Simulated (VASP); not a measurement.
# Sn7O17 (a cell with a defect) in VASP: single point with PBE

Aim: the single point of Sn7O17 (a cell with a defect) with PBE.

Everything below comes from runs of VASP 6.6.1. Logs are shortened: lines on timing, memory, paths and dates and some standing lists are left out, and cuts for length are marked.

## (1) The cell of the first run

The cell holds a defect, 24 atoms: a = 6.827 Å, b = 6.827 Å, c = 8.077 Å, α = 114.99°, β = 114.99°, γ = 90.02°.

## (2) Single point, PBE

INCAR

```
ALGO = Fast ; EDIFF = 1E-7
ENCUT = 520 ; GGA = PE
ISIF = 2 ; ISMEAR = 0
LASPH = True ; LCHARG = False
LREAL = Auto ; LWAVE = False
NBANDS = 118 ; NELECT = 198.0
NELM = 80 ; PREC = Accurate
SIGMA = 0.01
```

KPOINTS

```
k-points
0
Gamma
  3 3 3
```

POSCAR

```
Sn7O17
1.0
    4.8265176369     -4.8283676022      0.0000000000
    4.8265176369      4.8283676022      0.0000000000
   -4.8265176369      0.0000000000      6.4763333159
O Sn
17 7
Direct
    0.1411626660      0.5920222652      0.1825212347
    0.9813459134      0.3079168569     -0.0076413901
    0.2504413199      0.5592452305      0.5232617712
    0.5037481485      0.8064665189      0.0041781203
    0.7500471570      0.0524247322      0.4989966597
    0.3324846686      0.6126418388      0.2224977239
    0.6981083554      0.8786515603      0.7567469099
    0.9337430908      0.1267435582      0.2529714924
    0.1904940038      0.3811115349      0.7609604229
    0.7876573492      0.6273636497      0.2548118374
    0.0925112010      0.8875256088      0.7747458935
    0.3254304419      0.1278906106      0.2556897594
    0.5724843897      0.3691697102      0.7382463993
   -0.0196750581      0.6847714695     -0.0076792844
    0.2501455364      0.9652551175      0.5236733525
    0.5036752634      0.1982047662      0.0041940064
    0.7498336679      0.4469146676      0.4990709992
    0.3873894238      0.8760182332      0.7513947453
    0.6289991023      0.1254009723      0.2503871601
    0.8759711573      0.3703958093      0.7406381969
    0.0120234976      0.0078438448      0.0151245434
    0.2491874105      0.2504327699      0.4997943330
    0.5198653402      0.4933199004     -0.0138341963
    0.7938998150      0.7627941851      0.5252282681
```

Potentials or basis: VASP PAW PBE potentials, release 64 (O, Sn_d).

On the command line:

```sh
$ cat potpaw_PBE.64/O/POTCAR potpaw_PBE.64/Sn_d/POTCAR > POTCAR
$ mpirun -np 1 vasp_std > vasp.out
```

OUTCAR:

```text
EDIFF = 1E-7
   ENCUT = 520
   GGA = PE
   ISIF = 2
   ISMEAR = 0
   LASPH = True
   LREAL = Auto
   NELECT = 198.0
   NELM = 80
   PREC = Accurate

 ion  position               nearest neighbor table
   1  0.141  0.592  0.183-   6 1.20  14 1.83   2 1.84
   2  0.981  0.308  0.992-   1 1.84  20 2.08  21 2.14
   3  0.250  0.559  0.523-  18 2.03  22 2.04
   4  0.504  0.806  0.004-  19 2.08  23 2.09  18 2.12
   5  0.750  0.052  0.499-  20 2.06  24 2.08  19 2.10
   6  0.332  0.613  0.222-   1 1.20  23 2.59
   7  0.698  0.879  0.757-  24 2.08  21 2.10  18 2.10
   8  0.934  0.127  0.253-  21 2.05  22 2.07  19 2.07
   9  0.190  0.381  0.761-  23 2.08  20 2.08  22 2.13
  10  0.788  0.627  0.255-  24 1.96  23 1.96
  11  0.093  0.888  0.775-  24 2.01  21 2.07  18 2.10
  12  0.325  0.128  0.256-  21 2.04  22 2.08  19 2.09
  13  0.572  0.369  0.738-  23 2.01  20 2.06  22 2.08
  14  0.980  0.685  0.992-   1 1.83  20 2.08  21 2.14
  15  0.250  0.965  0.524-  18 2.03  22 2.04
  16  0.504  0.198  0.004-  19 2.08  23 2.09  18 2.11
  17  0.750  0.447  0.499-  20 2.06  24 2.08  19 2.10
  18  0.387  0.876  0.751-   3 2.03  15 2.03  11 2.10   7 2.10  16 2.11   4 2.12  19 3.23  24 3.59
                            23 3.74  23 3.74
  19  0.629  0.125  0.250-   8 2.07   4 2.08  16 2.08  12 2.09  17 2.10   5 2.10  20 3.18  18 3.23
                            21 3.73  21 3.74  22 3.75
  20  0.876  0.370  0.741-  13 2.06   5 2.06  17 2.06   2 2.08   9 2.08  14 2.08  19 3.18  23 3.64
                            24 3.69  24 3.69  22 3.71
  21  0.012  0.008  0.015-  12 2.04   8 2.05  11 2.07   7 2.10   2 2.14  14 2.14  22 3.14  24 3.18
                            19 3.73  19 3.74
  22  0.249  0.250  0.500-   3 2.04  15 2.04   8 2.07  13 2.08  12 2.08   9 2.13  21 3.14  23 3.16
                            20 3.71  19 3.75
  23  0.520  0.493  0.986-  10 1.96  13 2.01   9 2.08  16 2.09   4 2.09   6 2.59  22 3.16  24 3.49
                            20 3.64  18 3.74  18 3.74
  24  0.794  0.763  0.525-  10 1.96  11 2.01   7 2.08   5 2.08  17 2.08  21 3.18  23 3.49  18 3.59
                            20 3.69  20 3.69

  LATTYP: Found a face centered orthorhombic cell.
 ALAT       =     9.6530352738
 B/A-ratio  =     1.0003832919
 C/A-ratio  =     1.3418231949

  Lattice vectors:

 A1 = (   0.0000000000,   4.8283676022,   6.4763333159)
 A2 = (   4.8265176369,   0.0000000000,   6.4763333159)
 A3 = (   4.8265176369,   4.8283676022,   0.0000000000)

Analysis of symmetry for initial positions (statically):
=====================================================================
 Subroutine PRICEL returns:
 Original cell was already a primitive cell.

 Routine SETGRP: Setting up the symmetry group for a
 face centered orthorhombic supercell.

 Subroutine GETGRP returns: Found  1 space group operations
 (whereof  1 operations were pure point group operations)
 out of a pool of  8 trial point group operations.

The static configuration has the point symmetry C_1 .

Analysis of symmetry for dynamics (positions and initial velocities):
=====================================================================
 Subroutine PRICEL returns:
 Original cell was already a primitive cell.

 Routine SETGRP: Setting up the symmetry group for a
 face centered orthorhombic supercell.

 Subroutine GETGRP returns: Found  1 space group operations
 (whereof  1 operations were pure point group operations)
 out of a pool of  8 trial point group operations.

The dynamic configuration has the point symmetry C_1 .

 Subroutine INISYM returns: Found  1 space group operations
 (whereof  1 operations are pure point group operations),
 and found     1 'primitive' translations

----------------------------------------------------------------------------------------

                                     Primitive cell

  volume of cell :     301.8516

  direct lattice vectors                    reciprocal lattice vectors
     4.826517637 -4.828367602  0.000000000     0.103594359 -0.103554667  0.077204180
     4.826517637  4.828367602  0.000000000     0.103594359  0.103554667  0.077204180
    -4.826517637  0.000000000  6.476333316     0.000000000  0.000000000  0.154408359

  length of vectors
[... 61 lines left out ...]
 generate k-points for:    3    3    3

 Generating k-lattice:

  Cartesian coordinates                     Fractional coordinates (reciprocal lattice)
     0.034531453 -0.034518222  0.025734727     0.333333333  0.000000000  0.000000000
     0.034531453  0.034518222  0.025734727     0.000000000  0.333333333  0.000000000
     0.000000000  0.000000000  0.051469453     0.000000000  0.000000000  0.333333333

  Length of vectors
     0.055192437  0.055192437  0.051469453

  Shift w.r.t. Gamma in fractional coordinates (k-lattice)
     0.000000000  0.000000000  0.000000000

 Subroutine IBZKPT returns following result:
 ===========================================

 Found     14 irreducible k-points:

 Following reciprocal coordinates:
            Coordinates               Weight
  0.000000  0.000000  0.000000      1.000000
  0.333333  0.000000  0.000000      2.000000
  0.000000  0.333333 -0.333333      2.000000
 -0.000000 -0.333333 -0.000000      2.000000
 -0.333333 -0.000000  0.333333      2.000000
  0.333333  0.333333  0.000000      2.000000
  0.333333  0.333333  0.333333      2.000000
 -0.333333  0.333333  0.000000      2.000000
  0.000000  0.000000  0.333333      2.000000
  0.333333  0.000000  0.333333      2.000000
  0.000000  0.333333  0.333333      2.000000
 -0.333333  0.333333  0.333333      2.000000
 -0.333333  0.333333 -0.333333      2.000000
 -0.333333 -0.333333  0.333333      2.000000
   k-points           NKPTS =     14   k-points in BZ     NKDIM =     14   number of bands    NBANDS=    118
   number of dos      NEDOS =    301   number of ions     NIONS =     24
   total plane-waves  NPLWV = 174960
   dimension x,y,z NGX =    54 NGY =   54 NGZ =   60
   dimension x,y,z NGXF=   108 NGYF=  108 NGZF=  120
   ions per type =              17   7
   NGX,Y,Z   is equivalent  to a cutoff of  13.15, 13.15, 12.35 a.u.
   NGXF,Y,Z  is equivalent  to a cutoff of  26.30, 26.30, 24.70 a.u.
 SYSTEM =  unknown system
   PREC   = accura    normal or accurate (medium, high low for compatibility)
   ISTART =      0    job   : 0-new  1-cont  2-samecut
   ICHARG =      2    charge: 1-file 2-atom 10-const
   ISPIN  =      1    spin polarized calculation?
   LNONCOLLINEAR =      F non collinear calculations
   LSORBIT =      F    spin-orbit coupling
   LASPH  =      T    aspherical Exc in radial PAW
   ENCUT  =  520.0 eV  38.22 Ry    6.18 a.u.  12.69 12.69 15.02*2*pi/ulx,y,z
   NELM   =     80;   NELMIN=  2; NELMDL= -5     # of ELM steps
   EDIFF  = 0.1E-06   stopping-criterion for ELM
   LREAL  =      T    real-space projection
   EDIFFG = 0.1E-05   stopping-criterion for IOM
   NSW    =      0    number of steps for IOM
   IBRION =     -1    ionic relax: 0-MD 1-quasi-New 2-CG
   NFREE  =      0    steps in history (QN), initial steepest desc. (CG)
   ISIF   =      2    stress and relaxation
   ISYM   =      2    0-nonsym 1-usesym 2-fastsym
   POTIM  = 0.5000    time-step for ionic-motion
   TEBEG  =    0.0;   TEEND  =   0.0 temperature during run
   PSTRESS=    0.0 pullay stress
   NELECT =     198.0000    total number of electrons
   NUPDOWN=      -1.0000    fix difference up-down
   EMIN   =  10.00;   EMAX   =-10.00  energy-range for DOS
   EFERMI =   0.00;   METHOD = LEGACY
   ISMEAR =     0;   SIGMA  =   0.01  broadening in eV -4-tet -1-fermi 0-gaus
   EFERMI_NEDOS =   21; number of points for ismear=-14 and -15
   IALGO  =     68    algorithm
   IMIX   =      4    mixing-type and parameters
     AMIX     =   0.40;   BMIX     =  1.00
     AMIX_MAG =   1.60;   BMIX_MAG =  1.00
  volume/ion in A,a.u.               =      12.58        84.87
  Fermi-wavevector in a.u.,A,eV,Ry     =   1.422434  2.688010 27.528915  2.023318
  Thomas-Fermi vector in A             =   2.543138
   LORBIT       =      0    0 simple, 1 ext, 2 COOP (PROOUT), +10 PAW based schemes
   GGA     = PE    functional components
   LHFCALC =     F    Hartree Fock is set to
   AEXX    =    0.0000 exact exchange contribution
   IVDW    =     0    specifies the selected vdW correction
   LEPSILON=     F    determine dielectric tensor
   LRPA    =     F    only Hartree local field effects (RPA)
 non-spin polarized calculation
 RMM-DIIS sequential band-by-band and
 Gauss-broadening in eV      SIGMA  =   0.01
  energy-cutoff  :      520.00
  volume of cell :      301.85
 maximum number of plane-waves:      8148
 NGX is ok and might be reduce to    54
   NGX = 25   NGY = 25   NGZ = 29

 number of electron     197.9999998 magnetization

 Free energy of the ion-electron system (eV)
  ---------------------------------------------------
  ext. energy  EPLUGINS =         0.00000000
  ---------------------------------------------------
  free energy    TOTEN  =      -148.58959402 eV

  energy without entropy =     -148.58789714  energy(sigma->0) =     -148.58874558

 E-fermi :   4.1645     XC(G=0): -10.6170

 val. band max:        4.1584827352   @ k =  -0.3333   0.3333   0.3333
 cond. band min:       4.1661618864   @ k =   0.0000   0.3333   0.3333
 fundamental gap:      0.0076791512
 Fermi energy:         4.1644865475

 k-point     1 :       0.0000    0.0000    0.0000
  band No.  band energies     occupation
      1     -23.4243      2.00000
      2     -16.3278      2.00000
      3     -16.2369      2.00000
      4     -16.0585      2.00000
      5     -15.9924      2.00000
      6     -15.9817      2.00000
[... 1585 lines left out ...]
    110      11.1515      0.00000
    111      12.1421      0.00000
 [bands above 111 left out]

------------------------ aborting loop because EDIFF is reached ----------------------------------------

  FORCE on cell =-STRESS in cart. coord.  units (eV):
  Direction    XX          YY          ZZ          XY          YZ          ZX
  --------------------------------------------------------------------------------------
  -------------------------------------------------------------------------------------
  Total      -16.9760053    -17.0430659     -7.1903789     -4.9595739     -0.5804523      0.5903168
  in kB      -90.1057843    -90.4617309    -38.1653231    -26.3245849     -3.0809432      3.1333025
  external PRESSURE =     -72.9109461 kB  Pullay stress =       0.0000000 kB

 VOLUME and BASIS-vectors are now :
 -----------------------------------------------------------------------------
  energy-cutoff  :      520.00
  volume of cell :      301.85
      direct lattice vectors                 reciprocal lattice vectors
     4.826517637 -4.828367602  0.000000000     0.103594359 -0.103554667  0.077204180
     4.826517637  4.828367602  0.000000000     0.103594359  0.103554667  0.077204180
    -4.826517637  0.000000000  6.476333316     0.000000000  0.000000000  0.154408359

 POSITION                                       TOTAL-FORCE (eV/Angst)
 -----------------------------------------------------------------------------------
      2.65779      2.17692      1.18207        -0.961672      0.955535     -0.290313
      1.43301     -3.25156      6.42685        -0.000281      0.015669      0.003097
      1.38243      1.49102      3.38882         0.006220      0.006739     -0.022742
      6.30361      1.46164      0.02706        -0.006465     -0.006926     -0.004440
      1.46473     -3.36838      3.23167        -0.016881     -0.012436     -0.007861
      3.48778      1.35270      1.44097         0.985689     -0.977377      0.311079
[... 16 lines left out ...]
      0.13041     -0.12817      6.38674        -0.024796      0.024205      0.012052
      4.97839     -0.15019      3.40155        -0.005840      0.014370     -0.029763
 -----------------------------------------------------------------------------------
    total drift:                               -0.005864      0.005182     -0.034633

  FREE ENERGIE OF THE ION-ELECTRON SYSTEM (eV)
  ---------------------------------------------------
  free  energy   TOTEN  =      -148.5895940198 eV

  energy  without entropy=     -148.5878971381  energy(sigma->0) =     -148.58874558
```

It took 35 min on 1 thread of Oxide Virtual Turin-like, shared host; peak memory 0.56 GiB.

What came out:

| Quantity | Value |
| --- | --- |
| Free energy | -148.5896 eV |
| Largest force | 1.423 eV/Å |

Forces on the atoms (eV/Å):
```
O   -0.962  0.956 -0.290
O    0.000  0.016  0.003
O    0.006  0.007 -0.023
O   -0.006 -0.007 -0.004
O   -0.017 -0.012 -0.008
O    0.986 -0.977  0.311
O   -0.018  0.022 -0.003
O   -0.018  0.016  0.002
O   -0.016  0.008  0.001
O    0.030 -0.030  0.002
O    0.012 -0.017  0.026
O    0.017 -0.022  0.008
O    0.011 -0.010 -0.025
O   -0.012  0.001  0.007
O   -0.005 -0.004 -0.027
O    0.005  0.007 -0.003
O    0.014  0.015 -0.003
Sn   0.009  0.000  0.016
Sn  -0.017  0.013  0.014
Sn   0.002 -0.014  0.019
Sn   0.010 -0.013  0.000
Sn  -0.001  0.007 -0.005
Sn  -0.025  0.024  0.012
Sn  -0.006  0.014 -0.030
```

Caveat: the cell carries a net charge on a neutralising background, which shifts energy and pressure; the cell is charged against a uniform background, so pressure and absolute levels hang on convention; the standard files for N, O and F lose accuracy on very short bonds; spin-orbit coupling is left out, which moves the levels of the heavy elements.
